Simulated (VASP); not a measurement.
Write the native input for VASP 6.6.1 that does the following.

- Task: single point
- Functional: PBEsol
- Potentials or basis: VASP PAW PBE potentials, release 64 (Ti_sv, Co)
- Cutoff: 520 eV
- k mesh: 20 × 20 × 20
- Occupations: gaussian, width 0.15 eV
- Spin: collinear spin, ferromagnetic start
- Starting moments: [0.0, 0.75] μB
- Dipole correction: no
- Further INCAR settings: ALGO = Fast; EDIFF = 1e-07; NBANDS = 22

The structure of TiCo lies in POSCAR:

```
TiCo
1.0
    2.9385037636      0.0000000000      0.0000000000
    0.0000000000      2.9385037636      0.0000000000
    0.0000000000      0.0000000000      2.9385037636
Ti Co
1 1
Direct
    0.0000000000     -0.0340309246      0.0000000000
    0.5000000000      0.5276407599      0.5000000000
```

This cell differs from its parent crystal: atoms displaced along a vibrational mode.

One way to write it, as run:

INCAR

```
SYSTEM = TiCo
PREC = Accurate
ENCUT = 520
EDIFF = 1E-7
ISMEAR = 0
SIGMA = 0.15
LREAL = .False.
LASPH = .True.
NELM = 150
ALGO = Fast
ISIF = 2
LWAVE = .False.
LCHARG = .False.
ISPIN = 2
MAGMOM = 0 0.75
LORBIT = 11
LMAXMIX = 4
GGA = PS
NBANDS = 22
```

KPOINTS

```
regular mesh
0
Gamma
  20 20 20
  0 0 0
```

Potentials or basis: VASP PAW PBE potentials, release 64 (Ti_sv, Co).

Launch:

```bash
$ cat potpaw_PBE.64/Ti_sv/POTCAR potpaw_PBE.64/Co/POTCAR > POTCAR
$ mpirun -np 1 vasp_std > vasp.out
```

Results of the run:

```
Pressure                                              : 1.1 GPa
Largest force                                         : 0.894 eV/Å
Net moment                                            : 0.49 μB per cell
Site moments                                          : Ti +0.00; Co +0.49 μB
Valence electrons inside the program's atomic spheres : Ti 10.38; Co 8.40
```

Caveat: the cell differs from its parent crystal (atoms displaced along a vibrational mode); the PAW data sets were made with another functional, which shifts forces and pressure a little.

Run time: 22 min on 1 thread of Oxide Virtual Turin-like Processor, on a shared host, peak memory 0.64 GiB.
